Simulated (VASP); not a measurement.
# Si2W (P6_222) in VASP: a series of runs

The runs below take Si2W through single point, with PBE.

Everything below comes from runs of VASP 6.6.1. Logs are shortened: lines on timing, memory, paths and dates and some standing lists are left out, and cuts for length are marked.

### 1 The cell of the first run

Symmetry: P6_222, No. 180, hexagonal system. Conventional cell: a = 4.543 Å, b = 4.543 Å, c = 6.858 Å, α = 90.00°, β = 90.00°, γ = 120.00°. Si (site symmetry 2) has 9 Si at 2.48 to 3.31 Å and 5 W at 2.59 to 2.70 Å within 3.4 Å. W (site symmetry 222) has 10 Si at 2.59 to 2.70 Å and 4 W at 3.22 Å within 3.4 Å.

### 2 Single point, PBE

File INCAR:

```
PREC = Accurate ; ENCUT = 520
EDIFF = 1E-6 ; ISMEAR = 0
SIGMA = 0.03 ; LREAL = F
LASPH = T ; NELM = 60
ALGO = Normal ; ISIF = 2
LWAVE = F ; LCHARG = F
GGA = PE ; NBANDS = 43
```

File KPOINTS:

```
Automatic mesh
0
Gamma
  9 9 6
```

File POSCAR:

```
Si2W
1.0
    4.5428566490      0.0000000000      0.0000000000
   -2.2714283245      3.9342292638      0.0000000000
    0.0000000000      0.0000000000      6.8578963974
Si W
6 3
Direct
    0.8425991990      0.6851983979      0.5000000000
    0.1574008010      0.8425991990      0.8333333333
    0.6851983979      0.8425991990      0.1666666667
    0.1574008010      0.3148016021      0.5000000000
    0.8425991990      0.1574008010      0.8333333333
    0.3148016021      0.1574008010      0.1666666667
    0.0000000000      0.5000000000      0.1666666667
    0.5000000000      0.5000000000      0.8333333333
    0.5000000000      0.0000000000      0.5000000000
```

Potentials or basis: VASP PAW PBE potentials, release 64 (Si, W_sv).

On the command line:

```
$ cat potpaw_PBE.64/Si/POTCAR potpaw_PBE.64/W_sv/POTCAR > POTCAR
$ mpirun -np 1 vasp_std > vasp.out
```

OUTCAR:

```text
PREC = Accurate
   ENCUT = 520
   EDIFF = 1E-6
   ISMEAR = 0
   LREAL = F
   LASPH = T
   NELM = 60
   ISIF = 2
   GGA = PE

 ion  position               nearest neighbor table
   1  0.843  0.685  0.500-   4 2.48   9 2.59   9 2.59   2 2.60   3 2.60   7 2.65   8 2.65   9 2.70
                             4 2.70   4 2.70   6 3.13   5 3.13
   2  0.157  0.843  0.833-   5 2.48   8 2.59   8 2.59   1 2.60   6 2.60   9 2.65   7 2.65   8 2.70
                             5 2.70   5 2.70   4 3.13   3 3.13
   3  0.685  0.843  0.167-   6 2.48   7 2.59   7 2.59   1 2.60   5 2.60   9 2.65   8 2.65   7 2.70
                             6 2.70   6 2.70   4 3.13   2 3.13
   4  0.157  0.315  0.500-   1 2.48   9 2.59   9 2.59   5 2.60   6 2.60   7 2.65   8 2.65   9 2.70
                             1 2.70   1 2.70   3 3.13   2 3.13
   5  0.843  0.157  0.833-   2 2.48   8 2.59   8 2.59   4 2.60   3 2.60   9 2.65   7 2.65   8 2.70
                             2 2.70   2 2.70   1 3.13   6 3.13
   6  0.315  0.157  0.167-   3 2.48   7 2.59   7 2.59   4 2.60   2 2.60   9 2.65   8 2.65   7 2.70
                             3 2.70   3 2.70   1 3.13   5 3.13
   7  0.000  0.500  0.167-   6 2.59   3 2.59   6 2.59   3 2.59   1 2.65   4 2.65   2 2.65   5 2.65
                             3 2.70   6 2.70   9 3.22   9 3.22   8 3.22   8 3.22
   8  0.500  0.500  0.833-   2 2.59   5 2.59   2 2.59   5 2.59   1 2.65   4 2.65   3 2.65   6 2.65
                             5 2.70   2 2.70   9 3.22   9 3.22   7 3.22   7 3.22
   9  0.500  0.000  0.500-   4 2.59   1 2.59   4 2.59   1 2.59   6 2.65   3 2.65   2 2.65   5 2.65
                             4 2.70   1 2.70   7 3.22   8 3.22   8 3.22   7 3.22

  LATTYP: Found a hexagonal cell.
 ALAT       =     4.5428566490
 C/A-ratio  =     1.5096000000

  Lattice vectors:

 A1 = (   4.5428566490,   0.0000000000,   0.0000000000)
 A2 = (  -2.2714283245,   3.9342292638,   0.0000000000)
 A3 = (   0.0000000000,   0.0000000000,   6.8578963974)

Analysis of symmetry for initial positions (statically):
=====================================================================
 Subroutine PRICEL returns:
 Original cell was already a primitive cell.

 Routine SETGRP: Setting up the symmetry group for a
 hexagonal supercell.

 Subroutine GETGRP returns: Found 12 space group operations
 (whereof  4 operations were pure point group operations)
 out of a pool of 24 trial point group operations.

The static configuration has the point symmetry D_2 .
 The point group associated with its full space group is D_6 .

Analysis of symmetry for dynamics (positions and initial velocities):
=====================================================================
 Subroutine PRICEL returns:
 Original cell was already a primitive cell.

 Routine SETGRP: Setting up the symmetry group for a
 hexagonal supercell.

 Subroutine GETGRP returns: Found 12 space group operations
 (whereof  4 operations were pure point group operations)
 out of a pool of 24 trial point group operations.

The dynamic configuration has the point symmetry D_2 .
 The point group associated with its full space group is D_6 .

 Subroutine INISYM returns: Found 12 space group operations
 (whereof  4 operations are pure point group operations),
 and found     1 'primitive' translations

----------------------------------------------------------------------------------------

                                     Primitive cell

  volume of cell :     122.5687

  direct lattice vectors                    reciprocal lattice vectors
     4.542856649  0.000000000  0.000000000     0.220125810  0.127089696  0.000000000
    -2.271428324  3.934229264  0.000000000     0.000000000  0.254179391  0.000000000
     0.000000000  0.000000000  6.857896397     0.000000000  0.000000000  0.145817309

  length of vectors
     4.542856649  4.542856649  6.857896397     0.254179391  0.254179391  0.145817309

  position of ions in fractional coordinates (direct lattice)
     0.842599199  0.685198398  0.500000000
     0.157400801  0.842599199  0.833333333
     0.685198398  0.842599199  0.166666667
     0.157400801  0.314801602  0.500000000
     0.842599199  0.157400801  0.833333333
     0.314801602  0.157400801  0.166666667
     0.000000000  0.500000000  0.166666667
     0.500000000  0.500000000  0.833333333
     0.500000000  0.000000000  0.500000000

  ion indices of the primitive-cell ions
   primitive index   ion index
                 1           1
                 2           2
                 3           3
                 4           4
                 5           5
                 6           6
                 7           7
                 8           8
                 9           9

----------------------------------------------------------------------------------------

 KPOINTS: Automatic mesh

Automatic generation of k-mesh.
 Grid dimensions read from file:
 generate k-points for:    9    9    6

 Generating k-lattice:

  Cartesian coordinates                     Fractional coordinates (reciprocal lattice)
     0.024458423  0.014121077  0.000000000     0.111111111 -0.000000000  0.000000000
     0.000000000  0.028242155  0.000000000     0.000000000  0.111111111  0.000000000
     0.000000000  0.000000000  0.024302885     0.000000000  0.000000000  0.166666667

  Length of vectors
     0.028242155  0.028242155  0.024302885

  Shift w.r.t. Gamma in fractional coordinates (k-lattice)
     0.000000000  0.000000000  0.000000000

 Subroutine IBZKPT returns following result:
 ===========================================

 Found     48 irreducible k-points:

 Following reciprocal coordinates:
            Coordinates               Weight
  0.000000  0.000000  0.000000      1.000000
  0.111111  0.000000  0.000000      6.000000
  0.222222  0.000000  0.000000      6.000000
  0.333333 -0.000000  0.000000      6.000000
  0.444444  0.000000  0.000000      6.000000
  0.111111  0.111111  0.000000      6.000000
[... 16 lines left out ...]
  0.333333  0.222222  0.166667     24.000000
  0.333333  0.333333  0.166667      4.000000
 [... further k-points ...]
   k-points           NKPTS =     48   k-points in BZ     NKDIM =     48   number of bands    NBANDS=     43
   number of dos      NEDOS =    301   number of ions     NIONS =      9
   total plane-waves  NPLWV =  69984
   dimension x,y,z NGX =    36 NGY =   36 NGZ =   54
   dimension x,y,z NGXF=    72 NGYF=   72 NGZF=  108
   ions per type =               6   3
   NGX,Y,Z   is equivalent  to a cutoff of  13.17, 13.17, 13.09 a.u.
   NGXF,Y,Z  is equivalent  to a cutoff of  26.35, 26.35, 26.18 a.u.
 SYSTEM =  unknown system
   PREC   = accura    normal or accurate (medium, high low for compatibility)
   ISTART =      0    job   : 0-new  1-cont  2-samecut
   ICHARG =      2    charge: 1-file 2-atom 10-const
   ISPIN  =      1    spin polarized calculation?
   LNONCOLLINEAR =      F non collinear calculations
   LSORBIT =      F    spin-orbit coupling
   LASPH  =      T    aspherical Exc in radial PAW
   ENCUT  =  520.0 eV  38.22 Ry    6.18 a.u.   8.45  8.45 12.75*2*pi/ulx,y,z
   NELM   =     60;   NELMIN=  2; NELMDL= -5     # of ELM steps
   EDIFF  = 0.1E-05   stopping-criterion for ELM
   LREAL  =      F    real-space projection
   EDIFFG = 0.1E-04   stopping-criterion for IOM
   NSW    =      0    number of steps for IOM
   IBRION =     -1    ionic relax: 0-MD 1-quasi-New 2-CG
   NFREE  =      0    steps in history (QN), initial steepest desc. (CG)
   ISIF   =      2    stress and relaxation
   ISYM   =      2    0-nonsym 1-usesym 2-fastsym
   POTIM  = 0.5000    time-step for ionic-motion
   TEBEG  =    0.0;   TEEND  =   0.0 temperature during run
   PSTRESS=    0.0 pullay stress
   NELECT =      66.0000    total number of electrons
   NUPDOWN=      -1.0000    fix difference up-down
   EMIN   =  10.00;   EMAX   =-10.00  energy-range for DOS
   EFERMI =   0.00;   METHOD = LEGACY
   ISMEAR =     0;   SIGMA  =   0.03  broadening in eV -4-tet -1-fermi 0-gaus
   EFERMI_NEDOS =   21; number of points for ismear=-14 and -15
   IALGO  =     38    algorithm
   IMIX   =      4    mixing-type and parameters
     AMIX     =   0.40;   BMIX     =  1.00
     AMIX_MAG =   1.60;   BMIX_MAG =  1.00
  volume/ion in A,a.u.               =      13.62        91.90
  Fermi-wavevector in a.u.,A,eV,Ry     =   1.331873  2.516876 24.135194  1.773887
  Thomas-Fermi vector in A             =   2.460851
   LORBIT       =      0    0 simple, 1 ext, 2 COOP (PROOUT), +10 PAW based schemes
   GGA     = PE    functional components
   LHFCALC =     F    Hartree Fock is set to
   AEXX    =    0.0000 exact exchange contribution
   IVDW    =     0    specifies the selected vdW correction
   LEPSILON=     F    determine dielectric tensor
   LRPA    =     F    only Hartree local field effects (RPA)
 non-spin polarized calculation
 Gauss-broadening in eV      SIGMA  =   0.03
  energy-cutoff  :      520.00
  volume of cell :      122.57
 maximum number of plane-waves:      3338
 NGX is ok and might be reduce to    36
   NGX = 17   NGY = 17   NGZ = 25

 number of electron      65.9999993 magnetization

 Free energy of the ion-electron system (eV)
  ---------------------------------------------------
  ext. energy  EPLUGINS =         0.00000000
  ---------------------------------------------------
  free energy    TOTEN  =       -73.54034093 eV

  energy without entropy =      -73.54034047  energy(sigma->0) =      -73.54034070

 E-fermi :  12.2248     XC(G=0): -12.4758

 val. band max:       12.1465800962   @ k =   0.4444   0.0000   0.5000
 cond. band min:      12.3030375808   @ k =   0.2222   0.2222   0.0000
 fundamental gap:      0.1564574846
 Fermi energy:        12.2248087713

 k-point     1 :       0.0000    0.0000    0.0000
  band No.  band energies     occupation
      1     -61.9652      2.00000
      2     -61.9545      2.00000
      3     -61.9545      2.00000
      4     -26.3212      2.00000
      5     -26.3212      2.00000
      6     -26.3164      2.00000
[... 35 lines left out ...]
     42      15.4603      0.00000
     43      15.7091      0.00000

 k-point     2 :       0.1111    0.0000    0.0000
  band No.  band energies     occupation
      1     -61.9649      2.00000
      2     -61.9548      2.00000
      3     -61.9545      2.00000
      4     -26.3305      2.00000
      5     -26.3257      2.00000
      6     -26.3162      2.00000
[... 35 lines left out ...]
     42      15.4815      0.00000
     43      15.9655      0.00000

 k-point     3 :       0.2222    0.0000    0.0000
  band No.  band energies     occupation
      1     -61.9640      2.00000
      2     -61.9556      2.00000
      3     -61.9545      2.00000
      4     -26.3431      2.00000
      5     -26.3329      2.00000
      6     -26.3183      2.00000
[... 35 lines left out ...]
     42      15.7102      0.00000
     43      16.3884      0.00000

 k-point     4 :       0.3333   -0.0000    0.0000
  band No.  band energies     occupation
      1     -61.9629      2.00000
      2     -61.9567      2.00000
      3     -61.9545      2.00000
      4     -26.3527      2.00000
      5     -26.3393      2.00000
      6     -26.3211      2.00000
[... 863 lines left out ...]
     42      15.3101      0.00000
     43      15.6999      0.00000

 k-point    23 :       0.3333    0.2222    0.1667
  band No.  band energies     occupation
      1     -61.9611      2.00000
      2     -61.9583      2.00000
      3     -61.9546      2.00000
      4     -26.3589      2.00000
      5     -26.3398      2.00000
      6     -26.3254      2.00000
[... 35 lines left out ...]
     42      15.4258      0.00000
     43      15.8253      0.00000

 k-point    24 :       0.3333    0.3333    0.1667
  band No.  band energies     occupation
      1     -61.9607      2.00000
      2     -61.9586      2.00000
      3     -61.9547      2.00000
      4     -26.3600      2.00000
      5     -26.3348      2.00000
      6     -26.3313      2.00000
[... 35 lines left out ...]
     42      15.3652      0.00000
     43      15.8807      0.00000

 [... further k-points ...]

------------------------ aborting loop because EDIFF is reached ----------------------------------------

  FORCE on cell =-STRESS in cart. coord.  units (eV):
  Direction    XX          YY          ZZ          XY          YZ          ZX
  --------------------------------------------------------------------------------------
  -------------------------------------------------------------------------------------
  Total        3.5096107      3.5096107     -5.9680631      0.0000000      0.0000000      0.0000000
  in kB       45.8764619     45.8764619    -78.0125316      0.0000000      0.0000000      0.0000000
  external PRESSURE =       4.5801307 kB  Pullay stress =       0.0000000 kB

 VOLUME and BASIS-vectors are now :
 -----------------------------------------------------------------------------
  energy-cutoff  :      520.00
  volume of cell :      122.57
      direct lattice vectors                 reciprocal lattice vectors
     4.542856649  0.000000000  0.000000000     0.220125810  0.127089696  0.000000000
    -2.271428324  3.934229264  0.000000000     0.000000000  0.254179391  0.000000000
     0.000000000  0.000000000  6.857896397     0.000000000  0.000000000  0.145817309

 POSITION                                       TOTAL-FORCE (eV/Angst)
 -----------------------------------------------------------------------------------
      2.27143      2.69573      3.42895         0.000000     -1.018586     -0.000000
     -1.19885      3.31498      5.71491         0.882122     -0.509293     -0.000000
      1.19885      3.31498      1.14298        -0.882122     -0.509293     -0.000000
     -0.00000      1.23850      3.42895        -0.000000      1.018586     -0.000000
      3.47028      0.61925      5.71491        -0.882122      0.509293      0.000000
      1.07257      0.61925      1.14298         0.882122      0.509293     -0.000000
     -1.13571      1.96711      1.14298        -0.000000      0.000000      0.000000
      1.13571      1.96711      5.71491        -0.000000     -0.000000     -0.000000
      2.27143      0.00000      3.42895         0.000000      0.000000      0.000000
 -----------------------------------------------------------------------------------
    total drift:                                0.000000     -0.000000      0.000000

  FREE ENERGIE OF THE ION-ELECTRON SYSTEM (eV)
  ---------------------------------------------------
  free  energy   TOTEN  =       -73.5403409329 eV

  energy  without entropy=      -73.5403404673  energy(sigma->0) =      -73.54034070
```

It took 4.6 min on 1 thread of Intel Xeon 8259CL, shared host; peak memory 0.36 GiB.

What came out:

| Property | Result |
| --- | --- |
| Free energy | -73.5403 eV |
| Pressure | 0.5 GPa |
| Largest force | 1.019 eV/Å |
| Band gap on the k mesh | 0.16 eV (least direct gap 0.86 eV) |

Forces in eV/Å, atoms in the order of the input:
```
Si   0.000 -1.019  0.000
Si   0.882 -0.509  0.000
Si  -0.882 -0.509  0.000
Si   0.000  1.019  0.000
Si  -0.882  0.509  0.000
Si   0.882  0.509  0.000
W    0.000  0.000  0.000
W    0.000  0.000  0.000
W    0.000  0.000  0.000
```

Caveat: the stress differs along the axes, from -8 to 5 GPa; spin-orbit coupling is left out, which moves the levels of the heavy elements; forces of over 1 eV/Å act on the atoms, so gaps and moduli don't describe the material at rest.

### 3 Single point, PBE

File INCAR:

```
SYSTEM = Si2W
PREC = Accurate
ENCUT = 520
EDIFF = 1E-7
ISMEAR = 0
SIGMA = 0.03
LREAL = .FALSE.
LASPH = .TRUE.
NELM = 60
ALGO = Normal
ISIF = 2
LWAVE = .FALSE.
LCHARG = .FALSE.
GGA = PE
NBANDS = 43
```

File KPOINTS:

```
regular mesh
0
G
  9 9 6
  0 0 0
```

File POSCAR:

```
Si2W
1.0
    4.5428566490      0.0000000000      0.0000000000
   -2.2714283245      3.9342292638      0.0000000000
    0.0000000000      0.0000000000      6.8578963974
Si W
6 3
Direct
    0.8050634200      0.6101268399      0.5000000000
    0.1949365800      0.8050634200      0.8333333333
    0.6101268399      0.8050634200      0.1666666667
    0.1949365800      0.3898731601      0.5000000000
    0.8050634200      0.1949365800      0.8333333333
    0.3898731601      0.1949365800      0.1666666667
    0.0000000000      0.5000000000      0.1666666667
    0.5000000000      0.5000000000      0.8333333333
    0.5000000000      0.0000000000      0.5000000000
```

Potentials or basis: VASP PAW PBE potentials, release 64 (Si, W_sv).

On the command line:

```
$ cat potpaw_PBE.64/Si/POTCAR potpaw_PBE.64/W_sv/POTCAR > POTCAR
$ mpirun -np 1 vasp_std > vasp.out
```

Run time: 4.5 min. Hardware: 1 thread of Intel Xeon 8259CL, shared host; peak memory 0.36 GiB.

Results (log left out):

- Free energy: -70.8117 eV
- Pressure: 9.6 GPa
- Largest force: 3.822 eV/Å
- Band gap on the k mesh: 0.23 eV (least direct gap 0.70 eV)

Forces on the atoms (eV/Å):
```
Si   0.000  3.822  0.000
Si  -3.310  1.911  0.000
Si   3.310  1.911  0.000
Si   0.000 -3.822  0.000
Si   3.310 -1.911  0.000
Si  -3.310 -1.911  0.000
W    0.000  0.000  0.000
W    0.000  0.000  0.000
W    0.000  0.000  0.000
```

Stress tensor (GPa, compression positive):
```
15.19  0.00  0.00
 0.00 15.19  0.00
 0.00  0.00 -1.58
```

Levels at points of the mesh, in eV from the valence-band top:
| k point | band 31 | band 32 | band 33 | band 34 | band 35 | band 36 |
| --- | --- | --- | --- | --- | --- | --- |
| (0.00, 0.00, 0.00) | -1.69 | -1.32 | -1.06 | 2.66 | 2.70 | 2.70 |
| (0.00, 0.00, 0.50) | -0.97 | -0.97 | -0.41 | 1.18 | 2.03 | 2.32 |

Caveat: the stress differs along the axes, from -2 to 15 GPa; spin-orbit coupling is left out, which moves the levels of the heavy elements; forces of over 1 eV/Å act on the atoms, so gaps and moduli don't describe the material at rest. A k mesh can miss the band edges.
